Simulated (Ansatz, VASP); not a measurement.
## Two plane-wave programs on AlGa3N4

```
Al Ga N
1.0
     4.47169    0.00000    0.00000
     0.00000    4.47169    0.00000
     0.00000    0.00000    4.47169
Al Ga N
1 3 4
Direct
  0.00000 0.00000 0.00000
  0.50000 0.50000 0.98882
  0.50000 0.00000 0.50000
  0.00000 0.50000 0.50000
  0.75571 0.75571 0.24429
  0.75571 0.24429 0.75571
  0.24429 0.75571 0.75571
  0.24429 0.24429 0.24429
```

Alike in both runs: task single point; functional PBEsol; k mesh 6 × 6 × 6; occupations gaussian, width 0.05 eV; no spin polarisation.

```csv
,VASP,Ansatz
version,VASP 6.6.1,Ansatz 0.2.0
potentials or method,"VASP PAW PBE potentials, release 64 (Al, Ga_d, N), cutoff 520 eV","scalar-relativistic, plane waves, PAW"
valence electrons in the cell,62,62
```

Ansatz gave:

* gap on the k mesh at the Fermi level (eV): 2.25
* least direct gap on the mesh (eV): 2.25
* pressure (GPa): -0.5
* traceless stress, the component that is largest in VASP (GPa): -0.70
* rms of the force components (eV/Å): 0.212

Task: Estimate VASP's values.

Result: gap on the k mesh at the Fermi level (eV): 2.27; least direct gap on the mesh (eV): 2.27; pressure (GPa): -0.6; traceless stress, the component that is largest in VASP (GPa): -0.68; rms of the force components (eV/Å): 0.212.

VASP's potentials were made for PBE, not for PBEsol. Atom by atom the forces differ by 0.004 eV/Å (rms over components).
